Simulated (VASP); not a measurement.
# W12C13 in VASP: a series of runs

The runs below take W12C13 through single point, with PBE.

Program: VASP 6.6.1. These are calculated values, not measurements. Logs are shortened: lines on timing, memory, paths and dates and some standing lists are left out, and cuts for length are marked.

## Step 1: The cell of the first run

The cell holds a slab with vacuum, 25 atoms: a = 5.693 Å, b = 5.693 Å, c = 18.989 Å, α = 90.00°, β = 90.00°, γ = 120.00°.

## Step 2: Single point, PBE

File INCAR:

```
SYSTEM = W12C13
ALGO = Normal
EDIFF = 1E-6
ENCUT = 520
GGA = PE
ISIF = 2
ISMEAR = 0
LASPH = .True.
LCHARG = .True.
LELF = .True.
LREAL = Auto
LVHAR = .True.
LWAVE = .False.
NBANDS = 128
NELM = 60
PREC = Accurate
SIGMA = 0.15
```

File KPOINTS:

```
k-points
0
Gamma
  3 3 1
  0 0 0
```

File POSCAR:

```
W12C13
1.0
    5.6929600000      0.0000000000      0.0000000000
   -2.8464800000      4.9302480000      0.0000000000
    0.0000000000      0.0000000000     18.9885500000
W C
12 13
Direct
    0.0000000000      0.0000000000      0.0526633155
    0.0003598054     -0.0003596168      0.2040135766
    0.0016033376     -0.0016041789      0.3637315119
    0.0000000000      0.5000000000      0.0526633155
   -0.0003156506      0.4994769026      0.2028603027
    0.0013639172      0.4992126157      0.3545309147
    0.5000000000      0.0000000000      0.0526633155
    0.5005229893      0.0003156028      0.2028603553
    0.5007872700     -0.0013638259      0.3545313360
    0.5000000000      0.5000000000      0.0526633155
    0.5000856814      0.4999142031      0.2026416446
    0.4970933003      0.5029061418      0.3515372158
    0.3333333333      0.1666666667      0.1262714109
    0.3298754895      0.1641732830      0.2770269978
    0.3574145716      0.1922268413      0.4287323677
    0.3333333333      0.6666666667      0.1262714109
    0.3329604265      0.6670404815      0.2750824576
    0.3318291352      0.6681669969      0.4147120765
    0.8333333333      0.1666666667      0.1262714109
    0.8363434896      0.1636568789      0.2779456041
    0.8238998832      0.1760968211      0.4220060510
    0.8333333333      0.6666666667      0.1262714109
    0.8358269082      0.6701249106      0.2770270505
    0.8077708437      0.6425796431      0.4287317884
    0.6279417682      0.3720522781      0.4473294169
```

Potentials or basis: VASP PAW PBE potentials, release 64 (W_sv, C).

Run with:

```bash
cat potpaw_PBE.64/W_sv/POTCAR potpaw_PBE.64/C/POTCAR > POTCAR
mpirun -np 1 vasp_std > vasp.out
```

OUTCAR:

```text
SYSTEM = W12C13
   EDIFF = 1E-6
   ENCUT = 520
   GGA = PE
   ISIF = 2
   ISMEAR = 0
   LASPH = .True.
   LREAL = Auto
   NELM = 60
   PREC = Accurate

 ion  position               nearest neighbor table
   1  0.000  0.000  0.053-  13 2.16  19 2.16  22 2.16   7 2.85   7 2.85   4 2.85   4 2.85  10 2.85
                            10 2.85   2 2.87
   2  0.000  1.000  0.204-  23 2.14  14 2.14  20 2.14  13 2.21  22 2.21  19 2.21   8 2.85   5 2.85
                            11 2.85  11 2.85   5 2.85   8 2.85   1 2.87   3 3.03
   3  0.002  0.998  0.364-  21 2.07  15 2.15  24 2.15  20 2.30  23 2.31  14 2.31   6 2.85   9 2.85
                            12 2.86  12 2.86   9 2.86   6 2.86   2 3.03
   4  0.000  0.500  0.053-  16 2.16  22 2.16  19 2.16  10 2.85  10 2.85   7 2.85   1 2.85   1 2.85
                             7 2.85   5 2.85
   5  1.000  0.499  0.203-  17 2.14  23 2.17  20 2.19  19 2.19  22 2.20  16 2.20   8 2.84  11 2.85
                             2 2.85  11 2.85   2 2.85   8 2.85   4 2.85   6 2.88
   6  0.001  0.499  0.355-  18 1.99  21 2.05  24 2.18  20 2.20  23 2.22  17 2.22  25 2.57  12 2.81
                             9 2.84   3 2.85   9 2.85   3 2.86   5 2.88  12 2.88
   7  0.500  0.000  0.053-  19 2.16  13 2.16  16 2.16   1 2.85   1 2.85   4 2.85  10 2.85  10 2.85
                             4 2.85   8 2.85
   8  0.501  0.000  0.203-  17 2.14  14 2.17  20 2.19  19 2.19  13 2.20  16 2.20   5 2.84  11 2.85
                             2 2.85  11 2.85   2 2.85   5 2.85   7 2.85   9 2.88
   9  0.501  0.999  0.355-  18 1.99  21 2.05  15 2.18  20 2.20  14 2.22  17 2.22  25 2.57  12 2.81
                             6 2.84   3 2.85   6 2.85   3 2.86   8 2.88  12 2.88
  10  0.500  0.500  0.053-  22 2.16  16 2.16  13 2.16   4 2.85   4 2.85   1 2.85   7 2.85   7 2.85
                             1 2.85  11 2.85
  11  0.500  0.500  0.203-  17 2.15  14 2.18  23 2.18  13 2.19  22 2.19  16 2.19  12 2.83   8 2.85
                             5 2.85   2 2.85   2 2.85   5 2.85   8 2.85  10 2.85
  12  0.497  0.503  0.352-  18 2.02  24 2.12  15 2.12  17 2.17  14 2.19  23 2.19  25 2.23   6 2.81
                             9 2.81  11 2.83   3 2.86   3 2.86   9 2.88   6 2.88
  13  0.333  0.167  0.126-   1 2.16   7 2.16  10 2.16  11 2.19   8 2.20   2 2.21
  14  0.330  0.164  0.277-   2 2.14   8 2.17  11 2.18  12 2.19   9 2.22   3 2.31
  15  0.357  0.192  0.429-  25 1.40  12 2.12   3 2.15   9 2.18
  16  0.333  0.667  0.126-   4 2.16  10 2.16   7 2.16  11 2.19   5 2.20   8 2.20
  17  0.333  0.667  0.275-   8 2.14   5 2.14  11 2.15  12 2.17   6 2.22   9 2.22
  18  0.332  0.668  0.415-   6 1.99   9 1.99  12 2.02
  19  0.833  0.167  0.126-   7 2.16   1 2.16   4 2.16   5 2.19   8 2.19   2 2.21
  20  0.836  0.164  0.278-   2 2.14   5 2.19   8 2.19   6 2.20   9 2.20   3 2.30
  21  0.824  0.176  0.422-  25 1.99   9 2.05   6 2.05   3 2.07
  22  0.833  0.667  0.126-  10 2.16   4 2.16   1 2.16  11 2.19   5 2.20   2 2.21
  23  0.836  0.670  0.277-   2 2.14   5 2.17  11 2.18  12 2.19   6 2.22   3 2.31
  24  0.808  0.643  0.429-  25 1.40  12 2.12   3 2.15   6 2.18
  25  0.628  0.372  0.447-  15 1.40  24 1.40  21 1.99  12 2.23   9 2.57   6 2.57

  LATTYP: Found a hexagonal cell.
 ALAT       =     5.6929600000
 C/A-ratio  =     3.3354441275

  Lattice vectors:

 A1 = (   5.6929600000,   0.0000000000,   0.0000000000)
 A2 = (  -2.8464800000,   4.9302480000,   0.0000000000)
 A3 = (   0.0000000000,   0.0000000000,  18.9885500000)

Analysis of symmetry for initial positions (statically):
=====================================================================
 Subroutine PRICEL returns:
 Original cell was already a primitive cell.

 Routine SETGRP: Setting up the symmetry group for a
 hexagonal supercell.

 Subroutine GETGRP returns: Found  2 space group operations
 (whereof  2 operations were pure point group operations)
 out of a pool of 24 trial point group operations.

The static configuration has the point symmetry C_1h.

Analysis of symmetry for dynamics (positions and initial velocities):
=====================================================================
 Subroutine PRICEL returns:
 Original cell was already a primitive cell.

 Routine SETGRP: Setting up the symmetry group for a
 hexagonal supercell.

 Subroutine GETGRP returns: Found  2 space group operations
 (whereof  2 operations were pure point group operations)
 out of a pool of 24 trial point group operations.

The dynamic configuration has the point symmetry C_1h.

 Subroutine INISYM returns: Found  2 space group operations
 (whereof  2 operations are pure point group operations),
 and found     1 'primitive' translations

----------------------------------------------------------------------------------------

                                     Primitive cell

[... 72 lines left out ...]

 Generating k-lattice:

  Cartesian coordinates                     Fractional coordinates (reciprocal lattice)
[... 29 lines left out ...]
 SYSTEM =  W12C13
   PREC   = accura    normal or accurate (medium, high low for compatibility)
   ISTART =      0    job   : 0-new  1-cont  2-samecut
   ICHARG =      2    charge: 1-file 2-atom 10-const
   ISPIN  =      1    spin polarized calculation?
   LNONCOLLINEAR =      F non collinear calculations
   LSORBIT =      F    spin-orbit coupling
   LASPH  =      T    aspherical Exc in radial PAW
   ENCUT  =  520.0 eV  38.22 Ry    6.18 a.u.  10.59 10.59 35.31*2*pi/ulx,y,z
   NELM   =     60;   NELMIN=  2; NELMDL= -5     # of ELM steps
   EDIFF  = 0.1E-05   stopping-criterion for ELM
   LREAL  =      T    real-space projection
   EDIFFG = 0.1E-04   stopping-criterion for IOM
   NSW    =      0    number of steps for IOM
   IBRION =     -1    ionic relax: 0-MD 1-quasi-New 2-CG
   NFREE  =      0    steps in history (QN), initial steepest desc. (CG)
   ISIF   =      2    stress and relaxation
   ISYM   =      2    0-nonsym 1-usesym 2-fastsym
   POTIM  = 0.5000    time-step for ionic-motion
   TEBEG  =    0.0;   TEEND  =   0.0 temperature during run
   PSTRESS=    0.0 pullay stress
   NELECT =     220.0000    total number of electrons
   NUPDOWN=      -1.0000    fix difference up-down
   EMIN   =  10.00;   EMAX   =-10.00  energy-range for DOS
   EFERMI =   0.00;   METHOD = LEGACY
   ISMEAR =     0;   SIGMA  =   0.15  broadening in eV -4-tet -1-fermi 0-gaus
   EFERMI_NEDOS =   21; number of points for ismear=-14 and -15
   IALGO  =     38    algorithm
   IMIX   =      4    mixing-type and parameters
     AMIX     =   0.40;   BMIX     =  1.00
     AMIX_MAG =   1.60;   BMIX_MAG =  1.00
  volume/ion in A,a.u.               =      21.32       143.87
  Fermi-wavevector in a.u.,A,eV,Ry     =   1.218941  2.303465 20.215783  1.485818
  Thomas-Fermi vector in A             =   2.354211
   LORBIT       =      0    0 simple, 1 ext, 2 COOP (PROOUT), +10 PAW based schemes
   GGA     = PE    functional components
   LHFCALC =     F    Hartree Fock is set to
   AEXX    =    0.0000 exact exchange contribution
   IVDW    =     0    specifies the selected vdW correction
   LEPSILON=     F    determine dielectric tensor
   LRPA    =     F    only Hartree local field effects (RPA)
 non-spin polarized calculation
 Gauss-broadening in eV      SIGMA  =   0.15
  energy-cutoff  :      520.00
  volume of cell :      532.97
 maximum number of plane-waves:     14382
 NGX is ok and might be reduce to    42
   NGX = 21   NGY = 21   NGZ = 71

 number of electron     220.0000021 magnetization

 Free energy of the ion-electron system (eV)
  ---------------------------------------------------
  ext. energy  EPLUGINS =         0.00000000
  ---------------------------------------------------
  free energy    TOTEN  =      -260.71905742 eV

  energy without entropy =     -260.65129006  energy(sigma->0) =     -260.68517374

 E-fermi :   2.4565     XC(G=0):  -7.5370

 val. band max:        2.4032427725   @ k =   0.0000   0.0000   0.0000
 cond. band min:       2.5864397533   @ k =   0.3333   0.0000   0.0000
 fundamental gap:      0.1831969808
 Fermi energy:         2.4564916268

 k-point     1 :       0.0000    0.0000    0.0000
  band No.  band energies     occupation
      1     -71.7464      2.00000
      2     -71.5360      2.00000
      3     -71.4608      2.00000
      4     -71.4604      2.00000
      5     -71.4576      2.00000
      6     -71.3854      2.00000
[... 489 lines left out ...]
    121       4.4918      0.00000
    122       4.6330      0.00000
 [bands above 122 left out]

------------------------ aborting loop because EDIFF is reached ----------------------------------------

  FORCE on cell =-STRESS in cart. coord.  units (eV):
  Direction    XX          YY          ZZ          XY          YZ          ZX
  --------------------------------------------------------------------------------------
  -------------------------------------------------------------------------------------
  Total       30.1795866     28.1005696     -0.7580428     -1.8004817     -0.0126928      0.0219846
  in kB       90.7246222     84.4747674     -2.2787968     -5.4125335     -0.0381567      0.0660891
  external PRESSURE =      57.6401976 kB  Pullay stress =       0.0000000 kB

 VOLUME and BASIS-vectors are now :
 -----------------------------------------------------------------------------
  energy-cutoff  :      520.00
  volume of cell :      532.97
      direct lattice vectors                 reciprocal lattice vectors
     5.692960000  0.000000000  0.000000000     0.175655546  0.101414777  0.000000000
    -2.846480000  4.930248000  0.000000000     0.000000000  0.202829553  0.000000000
     0.000000000  0.000000000 18.988550000     0.000000000  0.000000000  0.052663316

 POSITION                                       TOTAL-FORCE (eV/Angst)
 -----------------------------------------------------------------------------------
      0.00000      0.00000      1.00000        -0.000434      0.000250      0.515135
     -2.84341      4.92847      3.87392         0.001952     -0.001127     -0.001636
     -2.83279      4.92234      6.90673         0.009047     -0.005224      0.010352
     -1.42324      2.46512      1.00000        -0.007315     -0.001254      0.357405
      4.26941      2.46255      3.85202        -0.000487     -0.000759     -0.008621
     -1.41323      2.46124      6.73203        -0.012201      0.008510     -0.029101
[... 17 lines left out ...]
      2.76952      3.16808      8.14100         0.016678      0.067063      0.040374
      2.51581      1.83431      8.49414         0.021661     -0.012506      0.059956
 -----------------------------------------------------------------------------------
    total drift:                                0.006368      0.013222     -0.016809

  FREE ENERGIE OF THE ION-ELECTRON SYSTEM (eV)
  ---------------------------------------------------
  free  energy   TOTEN  =      -260.7190574179 eV

  energy  without entropy=     -260.6512900646  energy(sigma->0) =     -260.68517374
```

It took 11 min on 1 thread of Intel Xeon 6975P-C (Granite Rapids), shared host; peak memory 0.62 GiB.

Results:

```
Free energy            : -260.7191 eV
Largest force          : 0.515 eV/Å
Band gap on the k mesh : zero (band 110 reaches 3.17 eV, above the bottom of band 111 at 2.35 eV)
```

Forces in eV/Å, atoms in the order of the input:
```
W    0.000  0.000  0.515
W    0.002 -0.001 -0.002
W    0.009 -0.005  0.010
W   -0.007 -0.001  0.357
W    0.000 -0.001 -0.009
W   -0.012  0.009 -0.029
W   -0.003  0.007  0.357
W    0.000  0.001 -0.009
W   -0.013  0.006 -0.029
W    0.012 -0.007  0.320
W   -0.001  0.001 -0.006
W    0.002 -0.001 -0.040
C   -0.026 -0.068 -0.419
C   -0.005 -0.007 -0.005
C   -0.050 -0.048  0.040
C   -0.053  0.030 -0.492
C   -0.007  0.004  0.015
C    0.003 -0.002  0.094
C    0.031 -0.018 -0.428
C    0.009 -0.005  0.002
C    0.019 -0.011  0.078
C    0.046  0.056 -0.419
C    0.004  0.008 -0.005
C    0.017  0.067  0.040
C    0.022 -0.013  0.060
```

Levels at points of the mesh, in eV from the Fermi level:
```tsv
k point	band 106	band 107	band 108	band 109	band 110	band 111	band 112	band 113	band 114	band 115
(0.00, 0.00, 0.00)	-0.07	-0.05	0.20	0.63	0.71	0.72	0.83	0.97	1.10	1.37
```

Caveat: the k points lie up to 0.42 Å⁻¹ apart; spin-orbit coupling is left out, which moves the levels of the heavy elements.

## Step 3: Single point, PBE

File INCAR:

```
SYSTEM = W12C13
  PREC = Accurate
  ENCUT = 520
  EDIFF = 1E-6
  ISMEAR = 0
  SIGMA = 0.15
  LREAL = Auto
  LASPH = .TRUE.
  NELM = 80
  ALGO = Normal
  ISIF = 2
  LWAVE = .FALSE.
  LCHARG = .FALSE.
  GGA = PE
  NBANDS = 128
```

File KPOINTS:

```
Automatic mesh
0
G
  3 3 1
  0 0 0
```

File POSCAR:

```
W12C13
1.0
    5.6929600000      0.0000000000      0.0000000000
   -2.8464800000      4.9302480000      0.0000000000
    0.0000000000      0.0000000000     18.9885500000
W C
12 13
Direct
    0.0000000000      0.0000000000      0.0526633155
    0.0009003339     -0.0009005632      0.2038232514
    0.0046095970     -0.0046105186      0.3619942544
    0.0000000000      0.5000000000      0.0526633155
   -0.0002050280      0.4989112110      0.2028815786
    0.0005039616      0.4951765104      0.3558772523
    0.5000000000      0.0000000000      0.0526633155
    0.5010884577      0.0002046550      0.2028816313
    0.5048223416     -0.0005050456      0.3558773577
    0.5000000000      0.5000000000      0.0526633155
    0.5002248639      0.4997748592      0.2023908092
    0.4979740826      0.5020244418      0.3502056239
    0.3333333333      0.1666666667      0.1262714109
    0.3311671342      0.1641976225      0.2768708511
    0.3570253540      0.1908244778      0.4290226479
    0.3333333333      0.6666666667      0.1262714109
    0.3333020240      0.6666974968      0.2755785460
    0.3312246245      0.6687728487      0.4149981436
    0.8333333333      0.1666666667      0.1262714109
    0.8367867745      0.1632126822      0.2777929858
    0.8359236513      0.1640734908      0.4197517451
    0.8333333333      0.6666666667      0.1262714109
    0.8358019869      0.6688324806      0.2768709038
    0.8091737806      0.6429713069      0.4290224899
    0.6019190342      0.3980755126      0.4505216565
```

Potentials or basis: VASP PAW PBE potentials, release 64 (W_sv, C).

Run with:

```bash
cat potpaw_PBE.64/W_sv/POTCAR potpaw_PBE.64/C/POTCAR > POTCAR
mpirun -np 1 vasp_std > vasp.out
```

Wall time 10 min (1 thread of Intel Xeon 6975P-C (Granite Rapids), shared host); peak memory 0.62 GiB.

It converged, with:

```yaml
Free_energy: -260.9126 eV
Largest_force: 0.710 eV/Å
Band_gap_on_the_k_mesh: zero (band 110 reaches 3.22 eV, above the bottom of band 111 at 2.45 eV)
```

Forces in eV/Å, atoms in the order of the input:
```
W    0.020 -0.011  0.473
W    0.012 -0.007 -0.012
W    0.095 -0.055 -0.092
W    0.003 -0.016  0.352
W    0.008 -0.006 -0.002
W    0.002 -0.044  0.047
W    0.016  0.005  0.352
W    0.009 -0.004 -0.002
W    0.039  0.020  0.047
W    0.006 -0.004  0.283
W   -0.002  0.001 -0.020
W    0.016 -0.009 -0.118
C   -0.003 -0.085 -0.411
C    0.022 -0.007 -0.007
C   -0.070 -0.111  0.031
C   -0.070  0.041 -0.478
C    0.008 -0.005  0.016
C   -0.008  0.005  0.110
C    0.018 -0.010 -0.409
C    0.017 -0.010 -0.001
C    0.286 -0.165 -0.027
C    0.072  0.046 -0.411
C    0.017 -0.015 -0.007
C    0.061  0.116  0.031
C   -0.574  0.332  0.253
```

Levels at points of the mesh, in eV from the Fermi level:
```tsv
k point	band 106	band 107	band 108	band 109	band 110	band 111	band 112	band 113	band 114	band 115
(0.00, 0.00, 0.00)	-0.17	-0.14	0.11	0.63	0.67	0.67	0.86	0.91	1.04	1.35
```

Caveat: the k points lie up to 0.42 Å⁻¹ apart; spin-orbit coupling is left out, which moves the levels of the heavy elements.

## Step 4: Single point, PBE

File INCAR:

```
SYSTEM = W12C13
ALGO = Normal
EDIFF = 1E-6
ENCUT = 520
GGA = PE
ISIF = 2
ISMEAR = 0
LASPH = .TRUE.
LCHARG = .FALSE.
LREAL = Auto
LWAVE = .FALSE.
NBANDS = 128
NELM = 100
PREC = Accurate
SIGMA = 0.15
```

File KPOINTS:

```
k-points
0
G
  3 3 1
  0 0 0
```

File POSCAR:

```
W12C13
1.0
    5.6929600000      0.0000000000      0.0000000000
   -2.8464800000      4.9302480000      0.0000000000
    0.0000000000      0.0000000000     18.9885500000
W C
12 13
Direct
    0.0000000000      0.0000000000      0.0526633155
    0.0008677532     -0.0008729784      0.2037809101
    0.0049615304     -0.0049735835      0.3615683662
    0.0000000000      0.5000000000      0.0526633155
    0.0002174969      0.4981964396      0.2035142757
    0.0046651386      0.4953913069      0.3592145266
    0.5000000000      0.0000000000      0.0526633155
    0.5017984751     -0.0002225040      0.2035142757
    0.5045966075     -0.0046772495      0.3592145266
    0.5000000000      0.5000000000      0.0526633155
    0.5006310574      0.4993643322      0.2014811557
    0.5022197035      0.4977676579      0.3466061390
    0.3333333333      0.1666666667      0.1262713583
    0.3316280946      0.1616218900      0.2760524105
    0.3605605065      0.1977549608      0.4278066519
    0.3333333333      0.6666666667      0.1262713583
    0.3341393316      0.6658525088      0.2757842489
    0.3469548685      0.6530294216      0.4211348944
    0.8333333333      0.1666666667      0.1262713583
    0.8362601077      0.1637311145      0.2791860885
    0.8376395373      0.1623427462      0.4202480442
    0.8333333333      0.6666666667      0.1262713583
    0.8383697489      0.6683635387      0.2760525685
    0.8022293036      0.6394217897      0.4278064939
    0.5409982277      0.4589852275      0.4542561175
```

Run with:

```bash
cat potpaw_PBE.64/W_sv/POTCAR potpaw_PBE.64/C/POTCAR > POTCAR
mpirun -np 1 vasp_std > vasp.out
```

Wall time 25 min (1 thread of AMD EPYC 7R13 (Zen 3), shared host); peak memory 0.62 GiB.

The run converged. Its results:

| Item | Value |
| --- | --- |
| Free energy | -261.3369 eV |
| Largest force | 1.729 eV/Å |
| Band gap on the k mesh | zero (band 110 reaches 3.01 eV, above the bottom of band 111 at 2.08 eV) |

Forces in eV/Å, atoms in the order of the input:
```
W    0.022 -0.013  0.424
W    0.002 -0.001 -0.017
W    0.054 -0.031 -0.027
W   -0.006 -0.036  0.410
W    0.021 -0.012  0.028
W    0.115  0.026  0.145
W    0.028  0.023  0.410
W    0.021 -0.012  0.028
W    0.035 -0.112  0.145
W    0.019 -0.011  0.181
W    0.020 -0.012 -0.070
W    0.159 -0.091 -0.318
C    0.039 -0.191 -0.455
C    0.036 -0.074 -0.075
C    0.064  0.007 -0.111
C   -0.089  0.051 -0.443
C    0.048 -0.028 -0.037
C    0.586 -0.338  0.469
C    0.014 -0.008 -0.413
C    0.008 -0.005  0.096
C   -0.002  0.001  0.097
C    0.185  0.061 -0.455
C    0.082  0.006 -0.075
C    0.028 -0.058 -0.112
C   -1.490  0.860  0.174
```

Levels at points of the mesh, in eV from the Fermi level:
```csv
k point,band 108,band 109,band 110,band 111,band 112,band 113
"(0.00, 0.00, 0.00)",0.16,0.56,0.70,0.73,0.76,1.11
```

Caveat: the k points lie up to 0.42 Å⁻¹ apart; spin-orbit coupling is left out, which moves the levels of the heavy elements.
